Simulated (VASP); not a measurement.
# PPt (F-43m) in VASP: further runs

PPt is run at these levels: PBE, r2SCAN; tasks: single point.

Program: VASP 6.6.1. These are calculated values, not measurements. Logs are shortened: lines on timing, memory, paths and dates and some standing lists are left out, and cuts for length are marked.

## 1. The cell of the first run

The structure is cubic, space group F-43m (No. 216). Conventional cell: a = 5.323 Å, b = 5.323 Å, c = 5.323 Å, α = 90.00°, β = 90.00°, γ = 90.00°. Within 3.0 Å of Pt (site symmetry -43m) lie 4 P at 2.31 Å. P (site symmetry -43m) has 4 Pt at 2.31 Å within 3.0 Å.

## 2. Single point, PBE

INCAR reads:

```
SYSTEM = PPt
PREC = Accurate ; ENCUT = 520
EDIFF = 1E-6 ; ISMEAR = 0
SIGMA = 0.05 ; LREAL = .FALSE.
LASPH = .TRUE. ; NELM = 100
ALGO = Normal ; ISIF = 2
LWAVE = .FALSE. ; LCHARG = .TRUE.
GGA = PE ; LELF = .TRUE.
LVHAR = .TRUE. ; NBANDS = 14
```

KPOINTS reads:

```
regular mesh
0
G
  12 12 12
  0 0 0
```

POSCAR reads:

```
PPt
1.0
    0.0000000000      2.6616641766      2.6616641766
    2.6616641766      0.0000000000      2.6616641766
    2.6616641766      2.6616641766      0.0000000000
Pt P
1 1
Direct
    0.0000000000      0.0000000000      0.0000000000
    0.2500000000      0.2500000000      0.2500000000
```

Potentials or basis: VASP PAW PBE potentials, release 64 (Pt, P).

On the command line:

```console
$ cat potpaw_PBE.64/Pt/POTCAR potpaw_PBE.64/P/POTCAR > POTCAR
$ mpirun -np 1 vasp_std > vasp.out
```

OUTCAR:

```text
SYSTEM = PPt
   PREC = Accurate
   ENCUT = 520
   EDIFF = 1E-6
   ISMEAR = 0
   LREAL = .FALSE.
   LASPH = .TRUE.
   NELM = 100
   ISIF = 2
   GGA = PE

 ion  position               nearest neighbor table
   1  0.000  0.000  0.000-   2 2.31   2 2.31   2 2.31   2 2.31
   2  0.250  0.250  0.250-   1 2.31   1 2.31   1 2.31   1 2.31

  LATTYP: Found a face centered cubic cell.
 ALAT       =     5.3233283532

  Lattice vectors:

 A1 = (   0.0000000000,   2.6616641766,   2.6616641766)
 A2 = (   2.6616641766,   0.0000000000,   2.6616641766)
 A3 = (   2.6616641766,   2.6616641766,   0.0000000000)

Analysis of symmetry for initial positions (statically):
=====================================================================
 Subroutine PRICEL returns:
 Original cell was already a primitive cell.

 Routine SETGRP: Setting up the symmetry group for a
 face centered cubic supercell.

 Subroutine GETGRP returns: Found 24 space group operations
 (whereof 24 operations were pure point group operations)
 out of a pool of 48 trial point group operations.

The static configuration has the point symmetry T_d .

Analysis of symmetry for dynamics (positions and initial velocities):
=====================================================================
 Subroutine PRICEL returns:
 Original cell was already a primitive cell.

 Routine SETGRP: Setting up the symmetry group for a
 face centered cubic supercell.

 Subroutine GETGRP returns: Found 24 space group operations
 (whereof 24 operations were pure point group operations)
 out of a pool of 48 trial point group operations.

The dynamic configuration has the point symmetry T_d .

 Subroutine INISYM returns: Found 24 space group operations
 (whereof 24 operations are pure point group operations),
 and found     1 'primitive' translations

----------------------------------------------------------------------------------------

                                     Primitive cell

  volume of cell :      37.7129

  direct lattice vectors                    reciprocal lattice vectors
     0.000000000  2.661664177  2.661664177    -0.187852399  0.187852399  0.187852399
     2.661664177  0.000000000  2.661664177     0.187852399 -0.187852399  0.187852399
     2.661664177  2.661664177  0.000000000     0.187852399  0.187852399 -0.187852399

  length of vectors
     3.764161577  3.764161577  3.764161577     0.325369899  0.325369899  0.325369899

  position of ions in fractional coordinates (direct lattice)
     0.000000000  0.000000000  0.000000000
     0.250000000  0.250000000  0.250000000

  ion indices of the primitive-cell ions
   primitive index   ion index
                 1           1
                 2           2

----------------------------------------------------------------------------------------

 KPOINTS: regular mesh

Automatic generation of k-mesh.
 Grid dimensions read from file:
 generate k-points for:   12   12   12

 Generating k-lattice:

  Cartesian coordinates                     Fractional coordinates (reciprocal lattice)
    -0.015654367  0.015654367  0.015654367     0.083333333  0.000000000  0.000000000
     0.015654367 -0.015654367  0.015654367     0.000000000  0.083333333  0.000000000
     0.015654367  0.015654367 -0.015654367     0.000000000  0.000000000  0.083333333

  Length of vectors
     0.027114158  0.027114158  0.027114158

  Shift w.r.t. Gamma in fractional coordinates (k-lattice)
     0.000000000  0.000000000  0.000000000

 Subroutine IBZKPT returns following result:
 ===========================================

 Found     72 irreducible k-points:

 Following reciprocal coordinates:
            Coordinates               Weight
  0.000000  0.000000  0.000000      1.000000
  0.083333  0.000000  0.000000      8.000000
  0.166667  0.000000  0.000000      8.000000
  0.250000  0.000000  0.000000      8.000000
  0.333333  0.000000  0.000000      8.000000
  0.416667  0.000000  0.000000      8.000000
[... 16 lines left out ...]
  0.500000  0.166667  0.000000     24.000000
 -0.416667  0.166667  0.000000     24.000000
 [... further k-points ...]
   k-points           NKPTS =     72   k-points in BZ     NKDIM =     72   number of bands    NBANDS=     14
   number of dos      NEDOS =    301   number of ions     NIONS =      2
   total plane-waves  NPLWV =  21952
   dimension x,y,z NGX =    28 NGY =   28 NGZ =   28
   dimension x,y,z NGXF=    56 NGYF=   56 NGZF=   56
   ions per type =               1   1
   NGX,Y,Z   is equivalent  to a cutoff of  12.37, 12.37, 12.37 a.u.
   NGXF,Y,Z  is equivalent  to a cutoff of  24.73, 24.73, 24.73 a.u.
 SYSTEM =  PPt
   PREC   = accura    normal or accurate (medium, high low for compatibility)
   ISTART =      0    job   : 0-new  1-cont  2-samecut
   ICHARG =      2    charge: 1-file 2-atom 10-const
   ISPIN  =      1    spin polarized calculation?
   LNONCOLLINEAR =      F non collinear calculations
   LSORBIT =      F    spin-orbit coupling
   LASPH  =      T    aspherical Exc in radial PAW
   ENCUT  =  520.0 eV  38.22 Ry    6.18 a.u.   7.00  7.00  7.00*2*pi/ulx,y,z
   NELM   =    100;   NELMIN=  2; NELMDL= -5     # of ELM steps
   EDIFF  = 0.1E-05   stopping-criterion for ELM
   LREAL  =      F    real-space projection
   EDIFFG = 0.1E-04   stopping-criterion for IOM
   NSW    =      0    number of steps for IOM
   IBRION =     -1    ionic relax: 0-MD 1-quasi-New 2-CG
   NFREE  =      0    steps in history (QN), initial steepest desc. (CG)
   ISIF   =      2    stress and relaxation
   ISYM   =      2    0-nonsym 1-usesym 2-fastsym
   POTIM  = 0.5000    time-step for ionic-motion
   TEBEG  =    0.0;   TEEND  =   0.0 temperature during run
   PSTRESS=    0.0 pullay stress
   NELECT =      15.0000    total number of electrons
   NUPDOWN=      -1.0000    fix difference up-down
   EMIN   =  10.00;   EMAX   =-10.00  energy-range for DOS
   EFERMI =   0.00;   METHOD = LEGACY
   ISMEAR =     0;   SIGMA  =   0.05  broadening in eV -4-tet -1-fermi 0-gaus
   EFERMI_NEDOS =   21; number of points for ismear=-14 and -15
   IALGO  =     38    algorithm
   IMIX   =      4    mixing-type and parameters
     AMIX     =   0.40;   BMIX     =  1.00
     AMIX_MAG =   1.60;   BMIX_MAG =  1.00
  volume/ion in A,a.u.               =      18.86       127.25
  Fermi-wavevector in a.u.,A,eV,Ry     =   1.203951  2.275137 19.721604  1.449497
  Thomas-Fermi vector in A             =   2.339689
   LORBIT       =      0    0 simple, 1 ext, 2 COOP (PROOUT), +10 PAW based schemes
   GGA     = PE    functional components
   LHFCALC =     F    Hartree Fock is set to
   AEXX    =    0.0000 exact exchange contribution
   IVDW    =     0    specifies the selected vdW correction
   LEPSILON=     F    determine dielectric tensor
   LRPA    =     F    only Hartree local field effects (RPA)
 non-spin polarized calculation
 Gauss-broadening in eV      SIGMA  =   0.05
  energy-cutoff  :      520.00
  volume of cell :       37.71
 maximum number of plane-waves:      1036
   NGX = 13   NGY = 13   NGZ = 13

 number of electron      15.0000000 magnetization

 Free energy of the ion-electron system (eV)
  ---------------------------------------------------
  ext. energy  EPLUGINS =         0.00000000
  ---------------------------------------------------
  free energy    TOTEN  =       -12.16051507 eV

  energy without entropy =      -12.15807613  energy(sigma->0) =      -12.15929560

 E-fermi :   7.4530     XC(G=0): -10.8287

 val. band max:        7.4377647397   @ k =   0.5000   0.2500   0.0000
 cond. band min:       7.4553241507   @ k =  -0.3333   0.4167   0.0833
 fundamental gap:      0.0175594110
 Fermi energy:         7.4529552373

 k-point     1 :       0.0000    0.0000    0.0000
  band No.  band energies     occupation
      1      -5.7351      2.00000
      2       1.2382      2.00000
      3       1.2382      2.00000
      4       1.2382      2.00000
      5       3.6054      2.00000
      6       3.6054      2.00000
      7      10.6103      0.00000
      8      11.4811      0.00000
      9      11.4811      0.00000
     10      11.4811      0.00000
     11      14.2099      0.00000
     12      14.2099      0.00000
     13      14.2099      0.00000
     14      19.9429      0.00000

 k-point     2 :       0.0833    0.0000    0.0000
  band No.  band energies     occupation
      1      -5.6540      2.00000
      2       1.1935      2.00000
      3       1.2753      2.00000
      4       1.2753      2.00000
      5       3.5929      2.00000
      6       3.5929      2.00000
      7      10.2920      0.00000
      8      11.3143      0.00000
      9      11.3143      0.00000
     10      11.3829      0.00000
     11      14.1739      0.00000
     12      14.3740      0.00000
     13      14.3740      0.00000
     14      20.3327      0.00000

 k-point     3 :       0.1667    0.0000    0.0000
  band No.  band energies     occupation
      1      -5.4241      2.00000
      2       1.0929      2.00000
      3       1.3725      2.00000
      4       1.3725      2.00000
      5       3.5753      2.00000
      6       3.5753      2.00000
      7       9.0695      0.00000
      8      10.8782      0.00000
      9      10.8782      0.00000
     10      11.5833      0.00000
     11      14.2591      0.00000
     12      14.7721      0.00000
     13      14.7721      0.00000
     14      19.7991      0.00000
[... 324 lines left out ...]
 k-point    23 :       0.5000    0.1667    0.0000
  band No.  band energies     occupation
      1      -4.2074      2.00000
      2       1.1599      2.00000
      3       1.7519      2.00000
      4       1.8805      2.00000
      5       3.6793      2.00000
      6       3.9128      2.00000
      7       4.5990      2.00000
      8       8.1267      0.00000
      9       8.4209      0.00000
     10      12.7248      0.00000
     11      14.8038      0.00000
     12      16.2692      0.00000
     13      17.3841      0.00000
     14      19.6278      0.00000

 k-point    24 :      -0.4167    0.1667    0.0000
  band No.  band energies     occupation
      1      -4.1798      2.00000
      2       1.3440      2.00000
      3       1.6395      2.00000
      4       1.8646      2.00000
      5       3.6540      2.00000
      6       3.7565      2.00000
      7       4.6866      2.00000
      8       7.7425      0.00000
      9       8.7534      0.00000
     10      12.7015      0.00000
     11      14.8844      0.00000
     12      16.0685      0.00000
     13      17.8567      0.00000
     14      19.6636      0.00000

 [... further k-points ...]
[... 5 lines left out ...]
  --------------------------------------------------------------------------------------
  -------------------------------------------------------------------------------------
  Total        0.6985736      0.6985736      0.6985736     -0.0000000     -0.0000000      0.0000000
  in kB       29.6778877     29.6778877     29.6778877     -0.0000000     -0.0000000      0.0000000
  external PRESSURE =      29.6778877 kB  Pullay stress =       0.0000000 kB

 VOLUME and BASIS-vectors are now :
 -----------------------------------------------------------------------------
  energy-cutoff  :      520.00
  volume of cell :       37.71
      direct lattice vectors                 reciprocal lattice vectors
     0.000000000  2.661664177  2.661664177    -0.187852399  0.187852399  0.187852399
     2.661664177  0.000000000  2.661664177     0.187852399 -0.187852399  0.187852399
     2.661664177  2.661664177  0.000000000     0.187852399  0.187852399 -0.187852399

 POSITION                                       TOTAL-FORCE (eV/Angst)
 -----------------------------------------------------------------------------------
      0.00000      0.00000      0.00000         0.000000     -0.000000     -0.000000
      1.33083      1.33083      1.33083        -0.000000      0.000000      0.000000
 -----------------------------------------------------------------------------------
    total drift:                               -0.000000     -0.000000     -0.000000

  FREE ENERGIE OF THE ION-ELECTRON SYSTEM (eV)
  ---------------------------------------------------
  free  energy   TOTEN  =       -12.1605150674 eV

  energy  without entropy=      -12.1580761334  energy(sigma->0) =      -12.15929560
```

Wall time 32 s (1 thread of Intel Xeon Platinum 8488C (Sapphire Rapids), shared host); peak memory 0.18 GiB.

Results:

- Free energy: -12.1605 eV
- Pressure: 3.0 GPa

Caveat: spin-orbit coupling is left out, which moves the levels of the heavy elements.

[end of part 1 of 3]
